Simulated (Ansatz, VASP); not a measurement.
**One calculation of BaTiO3, two programs**

```
CELL_PARAMETERS angstrom
3.99980 0.00000 0.00000
0.00000 3.99980 0.00000
0.00000 0.00000 4.01800
ATOMIC_POSITIONS crystal
Ba 0.00000 0.00000 0.00000
Ti 0.50000 0.50000 0.49000
O 0.00000 0.50000 0.51700
O 0.50000 0.00000 0.51700
O 0.50000 0.50000 0.01900
```

Alike in both runs: task single point; functional b88 exchange, pbe correlation; k mesh 7 × 7 × 7; occupations fermi-dirac, width 0.05 eV; no spin polarisation.

```csv
,VASP,Ansatz
version,VASP 6.6.1,Ansatz 0.2.0
potentials or method,"VASP PAW PBE potentials, release 64 (Ba_sv, Ti_sv, O)",Ansatz PAW
plane-wave cutoff (eV),600,420
valence electrons in the cell,40,40
```

|  | VASP | Ansatz | Ansatz less VASP |
| --- | --- | --- | --- |
| gap on the k mesh at the Fermi level (eV) | 1.87 | 1.93 | +0.063 |
| least direct gap on the mesh (eV) | 2.06 | 2.09 | +0.025 |
| pressure (GPa) | 3.6 | 2.0 | -1.60 |
| traceless stress, the component that is largest in VASP (GPa) | 0.62 | 0.59 | -0.037 |
| rms of the force components (eV/Å) | 0.093 | 0.099 | +0.0052 |

VASP's potentials were made for PBE, not for b88 exchange, pbe correlation. Atom by atom the forces differ by 0.015 eV/Å (rms over components). With one functional, cell and mesh, what is left measures potentials, basis and numerics.

Spin-orbit coupling is off throughout. Noted on Ansatz's run: odd divisions of the mesh miss points on the zone boundary, where band edges often lie, so the gap on the mesh can be too wide.
